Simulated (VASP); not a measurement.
# TiO2 in VASP: settings compared

Aim: see how the results for TiO2 move with the level of theory and the settings. Levels: PBE, PBE+D3(BJ). Tasks: single point, relaxation of cell and atoms.

All numbers are computed with VASP 6.6.1; they aren't measurements. Logs are shortened: lines on timing, memory, paths and dates and some standing lists are left out, and cuts for length are marked.

### 1 The cell of the first run

The typed cell holds 12 atoms: a = 4.545 Å, b = 5.520 Å, c = 4.909 Å, α = 90.00°, β = 90.00°, γ = 90.00°.

### 2 Single point, PBE (atoms moved at random)

The input, INCAR:

```
SYSTEM = TiO2
PREC     = Accurate       ! precision mode
ENCUT    = 520            ! plane-wave cutoff, eV
EDIFF    = 1E-6           ! SCF threshold, eV
ISMEAR   = -1             ! smearing method
SIGMA    = 0.05           ! smearing width, eV
LREAL    = .FALSE.        ! projectors in reciprocal space
LASPH    = .TRUE.         ! aspherical terms in the spheres
NELM     = 80             ! most SCF steps
ALGO     = Normal         ! electronic algorithm
ISIF     = 2              ! what is computed and relaxed
LWAVE    = .FALSE.        ! write WAVECAR
LCHARG   = .FALSE.        ! write CHGCAR
GGA      = PE             ! functional
NBANDS   = 60             ! bands
```

The input, KPOINTS:

```
regular mesh
0
G
  6 5 6
  0 0 0
```

The input, POSCAR:

```
TiO2
1.0
    4.5453495500      0.0000000000      0.0000000000
    0.0000000000      5.5196194400      0.0000000000
    0.0000000000      0.0000000000      4.9091968600
Ti O
4 8
Direct
    0.0004340000      0.1710770000      0.7446890000
    0.4988610000      0.3205590000      0.2472600000
    0.0005240000      0.8379660000      0.2492250000
    0.4880910000      0.6791290000      0.7355410000
    0.2689400000      0.3828470000      0.9054780000
    0.7695370000      0.1230860000      0.0835780000
    0.2313880000      0.1178740000      0.4098570000
    0.7269220000      0.3829820000      0.5829500000
    0.2749630000      0.6120620000      0.4205150000
    0.7729790000      0.8822450000      0.5882910000
    0.2203620000      0.8799780000      0.9057950000
    0.7321750000      0.6157950000      0.0791300000
```

Potentials or basis: VASP PAW PBE potentials, release 64 (Ti_sv, O).

Launch:

```bash
$ cat potpaw_PBE.64/Ti_sv/POTCAR potpaw_PBE.64/O/POTCAR > POTCAR
$ mpirun -np 1 vasp_std > vasp.out
```

OUTCAR:

```text
SYSTEM = TiO2
   PREC = Accurate
   ENCUT = 520
   EDIFF = 1E-6
   ISMEAR = -1
   LREAL = .FALSE.
   LASPH = .TRUE.
   NELM = 80
   ISIF = 2
   GGA = PE

 ion  position               nearest neighbor table
   1  0.000  0.171  0.745-   5 1.87   8 1.88   7 1.97   6 1.98  10 2.05  11 2.05
   2  0.499  0.321  0.247-   6 1.83   7 1.83   8 1.98   5 2.01   9 2.09  12 2.11
   3  0.001  0.838  0.249-  12 1.92   9 1.95  11 1.97  10 1.97   7 2.03   6 2.06
   4  0.488  0.679  0.736-  11 1.85  10 1.86   9 1.86  12 2.05   5 2.09   8 2.10
   5  0.269  0.383  0.905-   1 1.87   2 2.01   4 2.09
   6  0.770  0.123  0.084-   2 1.83   1 1.98   3 2.06
   7  0.231  0.118  0.410-   2 1.83   1 1.97   3 2.03
   8  0.727  0.383  0.583-   1 1.88   2 1.98   4 2.10
   9  0.275  0.612  0.421-   4 1.86   3 1.95   2 2.09
  10  0.773  0.882  0.588-   4 1.86   3 1.97   1 2.05
  11  0.220  0.880  0.906-   4 1.85   3 1.97   1 2.05
  12  0.732  0.616  0.079-   3 1.92   4 2.05   2 2.11

  LATTYP: Found a simple orthorhombic cell.
 ALAT       =     4.5453495500
 B/A-ratio  =     1.0800482572
 C/A-ratio  =     1.2143443269

  Lattice vectors:

 A1 = (  -4.5453495500,   0.0000000000,   0.0000000000)
 A2 = (   0.0000000000,   0.0000000000,   4.9091968600)
 A3 = (   0.0000000000,   5.5196194400,   0.0000000000)

Analysis of symmetry for initial positions (statically):
=====================================================================
 Subroutine PRICEL returns:
 Original cell was already a primitive cell.

 Routine SETGRP: Setting up the symmetry group for a
 simple orthorhombic supercell.

 Subroutine GETGRP returns: Found  1 space group operations
 (whereof  1 operations were pure point group operations)
 out of a pool of  8 trial point group operations.

The static configuration has the point symmetry C_1 .

Analysis of symmetry for dynamics (positions and initial velocities):
=====================================================================
 Subroutine PRICEL returns:
 Original cell was already a primitive cell.

 Routine SETGRP: Setting up the symmetry group for a
 simple orthorhombic supercell.

 Subroutine GETGRP returns: Found  1 space group operations
 (whereof  1 operations were pure point group operations)
 out of a pool of  8 trial point group operations.

The dynamic configuration has the point symmetry C_1 .

 Subroutine INISYM returns: Found  1 space group operations
[... 127 lines left out ...]
   PSTRESS=    0.0 pullay stress
   NELECT =      96.0000    total number of electrons
   NUPDOWN=      -1.0000    fix difference up-down
   EMIN   =  10.00;   EMAX   =-10.00  energy-range for DOS
   EFERMI =   0.00;   METHOD = LEGACY
   ISMEAR =    -1;   SIGMA  =   0.05  broadening in eV -4-tet -1-fermi 0-gaus
   EFERMI_NEDOS =   21; number of points for ismear=-14 and -15
   IALGO  =     38    algorithm
   IMIX   =      4    mixing-type and parameters
     AMIX     =   0.40;   BMIX     =  1.00
     AMIX_MAG =   1.60;   BMIX_MAG =  1.00
  volume/ion in A,a.u.               =      10.26        69.26
  Fermi-wavevector in a.u.,A,eV,Ry     =   1.506617  2.847094 30.883806  2.269896
  Thomas-Fermi vector in A             =   2.617311
   LORBIT       =      0    0 simple, 1 ext, 2 COOP (PROOUT), +10 PAW based schemes
   GGA     = PE    functional components
   LHFCALC =     F    Hartree Fock is set to
   AEXX    =    0.0000 exact exchange contribution
   IVDW    =     0    specifies the selected vdW correction
   LEPSILON=     F    determine dielectric tensor
   LRPA    =     F    only Hartree local field effects (RPA)
 non-spin polarized calculation
  energy-cutoff  :      520.00
  volume of cell :      123.16
 maximum number of plane-waves:      3342
 NGX is ok and might be reduce to    36
   NGX = 17   NGY = 21   NGZ = 19

 number of electron      96.0000005 magnetization

 Free energy of the ion-electron system (eV)
  ---------------------------------------------------
  ext. energy  EPLUGINS =         0.00000000
  ---------------------------------------------------
  free energy    TOTEN  =      -107.09776927 eV

  energy without entropy =     -107.09776927  energy(sigma->0) =     -107.09776927

 E-fermi :   5.9138     XC(G=0): -11.5212

 val. band max:        4.7532905729   @ k =   0.0000   0.0000   0.0000
 cond. band min:       7.1047948147   @ k =   0.0000   0.0000   0.5000
 fundamental gap:      2.3515042418
 Fermi energy:         5.9137624972

 k-point     1 :       0.0000    0.0000    0.0000
  band No.  band energies     occupation
      1     -51.9692      2.00000
      2     -51.7891      2.00000
      3     -51.7275      2.00000
      4     -51.6036      2.00000
      5     -28.3213      2.00000
      6     -28.2517      2.00000
[... 1501 lines left out ...]
     59       8.9933      0.00000
     60       9.3140      0.00000

 [... further k-points ...]

------------------------ aborting loop because EDIFF is reached ----------------------------------------

  FORCE on cell =-STRESS in cart. coord.  units (eV):
  Direction    XX          YY          ZZ          XY          YZ          ZX
  --------------------------------------------------------------------------------------
  -------------------------------------------------------------------------------------
  Total        4.5352681      4.3502827      3.8425462     -0.3598401      0.3632374     -2.0795407
  in kB       58.9965590     56.5901949     49.9853581     -4.6809415      4.7251353    -27.0514870
  external PRESSURE =      55.1907040 kB  Pullay stress =       0.0000000 kB

 VOLUME and BASIS-vectors are now :
 -----------------------------------------------------------------------------
  energy-cutoff  :      520.00
  volume of cell :      123.16
      direct lattice vectors                 reciprocal lattice vectors
     4.545349550  0.000000000  0.000000000     0.220005082  0.000000000  0.000000000
     0.000000000  5.519619440  0.000000000     0.000000000  0.181171911  0.000000000
     0.000000000  0.000000000  4.909196860     0.000000000  0.000000000  0.203699307

 POSITION                                       TOTAL-FORCE (eV/Angst)
 -----------------------------------------------------------------------------------
      0.00197      0.94428      3.65582        -0.278421      0.928478      0.185828
      2.26750      1.76936      1.21385         0.471737      1.541708     -0.359939
      0.00238      4.62525      1.22349        -0.767129     -1.610660     -0.529542
      2.21854      3.74853      3.61092         0.782420     -0.939873      1.004945
      1.22243      2.11317      4.44517         0.060364     -0.327291      0.560033
      3.49781      0.67939      0.41030         0.454746     -0.653075     -0.272767
      1.05174      0.65062      2.01207        -0.432459     -0.500838      0.369481
      3.30411      2.11391      2.86182         0.166506     -0.446019     -0.298511
      1.24980      3.37835      2.06439        -0.774573      0.620937     -0.896811
      3.51346      4.86966      2.88804         0.207009      0.269354     -0.810162
      1.00162      4.85714      4.44673        -0.036369      0.375732      0.729863
      3.32799      3.39895      0.38846         0.146170      0.741547      0.317583
 -----------------------------------------------------------------------------------
    total drift:                                0.000087     -0.000195     -0.000796

  FREE ENERGIE OF THE ION-ELECTRON SYSTEM (eV)
  ---------------------------------------------------
  free  energy   TOTEN  =      -107.0977692729 eV

  energy  without entropy=     -107.0977692729  energy(sigma->0) =     -107.09776927
```

OSZICAR:

```text
N       E                     dE             d eps       ncg     rms          rms(c)
DAV:   1     0.152779306951E+04    0.15278E+04   -0.47689E+04 11040   0.192E+03
DAV:   2     0.180604657433E+03   -0.13472E+04   -0.12767E+04 11200   0.597E+02
DAV:   3    -0.118635476899E+03   -0.29924E+03   -0.28833E+03 14036   0.244E+02
DAV:   4    -0.140704584544E+03   -0.22069E+02   -0.22010E+02 16352   0.722E+01
DAV:   5    -0.141901357290E+03   -0.11968E+01   -0.11962E+01 16720   0.140E+01    0.449E+01
DAV:   6    -0.108134503110E+03    0.33767E+02   -0.20756E+02 15236   0.993E+01    0.176E+01
DAV:   7    -0.107606852997E+03    0.52765E+00   -0.34102E+01 14656   0.342E+01    0.116E+01
DAV:   8    -0.107223133529E+03    0.38372E+00   -0.59619E+00 14444   0.190E+01    0.500E+00
DAV:   9    -0.107120956198E+03    0.10218E+00   -0.12046E+00 15868   0.735E+00    0.228E+00
DAV:  10    -0.107088075169E+03    0.32881E-01   -0.26281E-01 15320   0.504E+00    0.109E+00
DAV:  11    -0.107098467364E+03   -0.10392E-01   -0.77404E-02 11380   0.180E+00    0.296E-01
DAV:  12    -0.107098019866E+03    0.44750E-03   -0.66885E-03 14444   0.617E-01    0.149E-01
DAV:  13    -0.107097801638E+03    0.21823E-03   -0.17527E-03 15212   0.240E-01    0.835E-02
DAV:  14    -0.107097770382E+03    0.31256E-04   -0.35343E-04 16368   0.133E-01    0.472E-02
DAV:  15    -0.107097766637E+03    0.37449E-05   -0.10460E-04 14464   0.718E-02    0.205E-02
DAV:  16    -0.107097768637E+03   -0.19999E-05   -0.20733E-05 14232   0.311E-02    0.722E-03
DAV:  17    -0.107097769273E+03   -0.63624E-06   -0.46233E-06  9552   0.137E-02
   1 F= -.10709777E+03 E0= -.10709777E+03  d E =-.130708E-10
```

stdout:

```text
POSCAR found type information on POSCAR TiO
 POSCAR found :  2 types and      12 ions
 scaLAPACK will be used
 LDA part: xc-table for (Slater+PW92), standard interpolation
 POSCAR, INCAR and KPOINTS ok, starting setup
 FFT: planning ... GRIDC
 FFT: planning ... GRID_SOFT
 FFT: planning ... GRID
 WAVECAR not read
 entering main loop
```

Run time: 31 min. Hardware: 1 thread of AMD EPYC 9755, shared host; peak memory 0.52 GiB.

What came out:

* Free energy: -107.0978 eV
* Pressure: 5.5 GPa
* Largest force: 1.861 eV/Å
* Band gap on the k mesh: 2.35 eV (least direct gap 2.51 eV)

Forces in eV/Å, atoms in the order of the input:
```
Ti  -0.278  0.928  0.186
Ti   0.472  1.542 -0.360
Ti  -0.767 -1.611 -0.530
Ti   0.782 -0.940  1.005
O    0.060 -0.327  0.560
O    0.455 -0.653 -0.273
O   -0.432 -0.501  0.369
O    0.167 -0.446 -0.299
O   -0.775  0.621 -0.897
O    0.207  0.269 -0.810
O   -0.036  0.376  0.730
O    0.146  0.742  0.318
```

Caveat: the cell differs from its parent crystal (atoms moved at random); the cell stands under pressure; forces of over 1 eV/Å act on the atoms, so gaps and moduli don't describe the material at rest. A k mesh can miss the band edges.

### 3 Relaxation of cell and atoms, PBE+D3(BJ)

The input, INCAR:

```
SYSTEM = TiO2
  PREC = Accurate
  ENCUT = 600
  EDIFF = 1E-6
  ISMEAR = -1
  SIGMA = 0.05
  LREAL = .False.
  LASPH = .True.
  NELM = 80
  ALGO = Normal
  ISIF = 3
  LWAVE = .False.
  LCHARG = .False.
  GGA = PE
  IVDW = 12
  IBRION = 2
  NSW = 60
  EDIFFG = -0.01
```

The input, KPOINTS:

```
Automatic mesh
0
Gamma
  6 5 6
  0 0 0
```

The input, POSCAR:

```
TiO2
1.0
    4.5453495500      0.0000000000      0.0000000000
    0.0000000000      5.5196194400      0.0000000000
    0.0000000000      0.0000000000      4.9091968600
Ti O
4 8
Direct
    0.0000000000      0.1729909300      0.7500000000
    0.5000000000      0.3270090700      0.2500000000
    0.0000000000      0.8270090700      0.2500000000
    0.5000000000      0.6729909300      0.7500000000
    0.2714506200      0.3817246400      0.9186490800
    0.7714506200      0.1182753600      0.0813509200
    0.2285493800      0.1182753600      0.4186490800
    0.7285493800      0.3817246400      0.5813509200
    0.2714506200      0.6182753600      0.4186490800
    0.7714506200      0.8817246400      0.5813509200
    0.2285493800      0.8817246400      0.9186490800
    0.7285493800      0.6182753600      0.0813509200
```

Potentials or basis: VASP PAW PBE potentials, release 64 (Ti_sv, O).

Launch:

```bash
$ cat potpaw_PBE.64/Ti_sv/POTCAR potpaw_PBE.64/O/POTCAR > POTCAR
$ mpirun -np 1 vasp_std > vasp.out
```

Wall time 54 min (1 thread of Oxide Virtual Turin-like, shared host); peak memory 0.45 GiB.

It converged, with:

| Quantity | Value |
| --- | --- |
| Free energy | -110.4075 eV |
| Relaxed volume | 10.29 Å³/atom |
| Relaxed cell | a = 4.553 Å, b = 5.530 Å, c = 4.904 Å, α = 90.00°, β = 90.00°, γ = 90.00° |
| Space group after relaxing (to 0.1 Å) | Pbcn (No. 60) |
| Energy gained by relaxing | 0.3 meV/atom |
| Ionic steps | 11 |
| Pressure after relaxing | 0.0 GPa |
| Largest force after relaxing | 0.004 eV/Å |
| Band gap on the k mesh | 2.63 eV (least direct gap 2.68 eV) |
| Dispersion energy per atom | -0.251 eV |

Forces in eV/Å, atoms in the order of the input:
```
Ti   0.000 -0.001  0.000
Ti   0.000  0.001  0.000
Ti   0.000  0.001  0.000
Ti   0.000 -0.001  0.000
O    0.000  0.003  0.003
O    0.000 -0.003 -0.003
O    0.000 -0.003  0.003
O    0.000  0.003 -0.003
O    0.000 -0.003  0.003
O    0.000  0.003 -0.003
O    0.000  0.003  0.003
O    0.000 -0.003 -0.003
```

The path:
```csv
step,energy change (eV),largest force (eV/Å),pressure (GPa),volume (Å³)
1,0.0000,0.0900,0.54,123.16
2,-0.0018,0.0598,-0.61,123.78
3,-0.0019,0.0658,-0.39,123.66
4,-0.0031,0.0284,0.00,123.51
5,-0.0031,0.0350,0.06,123.49
6,-0.0036,0.0232,0.04,123.51
7,-0.0038,0.0173,0.02,123.53
8,-0.0041,0.0076,-0.09,123.56
9,-0.0041,0.0036,-0.16,123.58
10,-0.0041,0.0056,0.21,123.36
11,-0.0042,0.0042,0.05,123.47
```

Final structure:
```
CELL_PARAMETERS angstrom
4.55309 0.00000 0.00000
0.00000 5.52980 0.00000
0.00000 0.00000 4.90382
ATOMIC_POSITIONS crystal
Ti 0.00000 0.17608 0.75000
Ti 0.50000 0.32392 0.25000
Ti 0.00000 0.82392 0.25000
Ti 0.50000 0.67608 0.75000
O 0.27061 0.38229 0.91919
O 0.77061 0.11771 0.08081
O 0.22939 0.11771 0.41919
O 0.72939 0.38229 0.58081
O 0.27061 0.61771 0.41919
O 0.77061 0.88229 0.58081
O 0.22939 0.88229 0.91919
O 0.72939 0.61771 0.08081
```

Levels at points of the mesh, in eV from the valence-band top:
| k point | band 46 | band 47 | band 48 | band 49 | band 50 | band 51 |
| --- | --- | --- | --- | --- | --- | --- |
| (0.00, 0.00, 0.00) | -0.43 | -0.04 | 0.00 | 2.68 | 2.68 | 2.81 |
| (0.50, 0.00, 0.00) | -0.50 | -0.25 | -0.25 | 3.14 | 3.14 | 3.25 |
| (0.00, 0.00, 0.50) | -0.42 | -0.30 | -0.30 | 2.63 | 2.63 | 3.05 |
| (0.50, 0.00, 0.50) | -0.50 | -0.50 | -0.50 | 2.98 | 2.98 | 2.98 |

A k mesh can miss the band edges.

### 4 Relaxation of cell and atoms, PBE

The input, INCAR:

```
SYSTEM = TiO2
  PREC = Accurate
  ENCUT = 600
  EDIFF = 1E-6
  ISMEAR = -1
  SIGMA = 0.05
  LREAL = .FALSE.
  LASPH = .TRUE.
  NELM = 100
  ALGO = Normal
  ISIF = 3
  LWAVE = .FALSE.
  LCHARG = .FALSE.
  GGA = PE
  IBRION = 2
  NSW = 60
  EDIFFG = -0.01
```

The input, KPOINTS:

```
regular mesh
0
G
  6 5 6
  0 0 0
```

POSCAR is that of step 3.

Launch:

```bash
$ cat potpaw_PBE.64/Ti_sv/POTCAR potpaw_PBE.64/O/POTCAR > POTCAR
$ mpirun -np 1 vasp_std > vasp.out
```

Wall time 61 min (1 thread of Oxide Virtual Turin-like, shared host); peak memory 0.43 GiB.

The run converged. Its results:

```
Free energy                           : -107.4202 eV
Relaxed volume                        : 10.49 Å³/atom
Relaxed cell                          : a = 4.580 Å, b = 5.574 Å, c = 4.930 Å, α = 90.00°, β = 90.00°, γ = 90.00°
Space group after relaxing (to 0.1 Å) : Pbcn (No. 60)
Energy gained by relaxing             : 3.4 meV/atom
Ionic steps                           : 11
Pressure after relaxing               : 0.0 GPa
Largest force after relaxing          : 0.007 eV/Å
Band gap on the k mesh                : 2.58 eV (least direct gap 2.62 eV)
```

Forces in eV/Å, atoms in the order of the input:
```
Ti   0.000 -0.001  0.000
Ti   0.000  0.001  0.000
Ti   0.000  0.001  0.000
Ti   0.000 -0.001  0.000
O   -0.005  0.003  0.002
O   -0.005 -0.003 -0.002
O    0.005 -0.003  0.002
O    0.005  0.003 -0.002
O   -0.005 -0.003  0.002
O   -0.005  0.003 -0.002
O    0.005  0.003  0.002
O    0.005 -0.003 -0.002
```

The path:
```tsv
step	energy change (eV)	largest force (eV/Å)	pressure (GPa)	volume (Å³)
1	0.0000	0.0890	4.55	123.16
2	0.0092	0.1467	-4.88	128.43
3	-0.0344	0.1079	-0.09	125.60
4	-0.0381	0.0732	-0.02	125.69
5	-0.0400	0.0310	0.09	125.81
6	-0.0400	0.0294	0.07	125.81
7	-0.0403	0.0165	-0.10	125.92
8	-0.0404	0.0156	-0.16	125.96
9	-0.0405	0.0114	0.12	125.80
10	-0.0405	0.0098	0.08	125.83
11	-0.0406	0.0067	0.02	125.84
```

Final structure:
```
Ti O
1.0
     4.58004    0.00000    0.00000
     0.00000    5.57362    0.00000
     0.00000    0.00000    4.92969
Ti O
4 8
Direct
  0.00000 0.17649 0.75000
  0.50000 0.32351 0.25000
  0.00000 0.82351 0.25000
  0.50000 0.67649 0.75000
  0.27147 0.38055 0.91878
  0.77147 0.11945 0.08122
  0.22853 0.11945 0.41878
  0.72853 0.38055 0.58122
  0.27147 0.61945 0.41878
  0.77147 0.88055 0.58122
  0.22853 0.88055 0.91878
  0.72853 0.61945 0.08122
```

Levels at points of the mesh, in eV from the valence-band top:
```tsv
k point	band 44	band 45	band 46	band 47	band 48	band 49	band 50	band 51	band 52	band 53
(0.00, 0.00, 0.00)	-0.59	-0.51	-0.43	-0.01	0.00	2.62	2.64	2.76	2.80	2.87
(0.50, 0.00, 0.00)	-1.21	-0.51	-0.51	-0.24	-0.24	3.06	3.06	3.20	3.20	3.51
(0.00, 0.00, 0.50)	-1.05	-0.40	-0.40	-0.29	-0.29	2.58	2.58	3.00	3.00	3.54
(0.50, 0.00, 0.50)	-1.23	-0.50	-0.50	-0.50	-0.50	2.94	2.94	2.94	2.94	3.49
```

### 5 The runs side by side

| task | level | cell | cutoff (eV) | gap on the mesh (eV) | pressure (GPa) | relaxed volume (Å³/atom) | largest force (eV/Å) |
| --- | --- | --- | --- | --- | --- | --- | --- |
| single point | PBE | as given, atomic positions A | 520 | 2.35 | 5.5 | - | 1.86 |
| relaxation of cell and atoms | PBE+D3(BJ) | relaxed, atomic positions B | 600 | 2.63 | 0.0 | 10.29 | - |
| relaxation of cell and atoms | PBE | relaxed, atomic positions B | 600 | 2.58 | 0.0 | 10.49 | 0.01 |

Alike in all rows: potentials or basis VASP PAW PBE potentials, release 64 (Ti_sv, O); no spin polarisation; k mesh 6 × 5 × 6; smearing fermi-dirac 0.05 eV.

Caveats: the cell stands under pressure (at least some runs); forces of over 1 eV/Å act on the atoms, so gaps and moduli don't describe the material at rest (at least some runs).

Absolute energies hang on the potentials; compare differences alone.
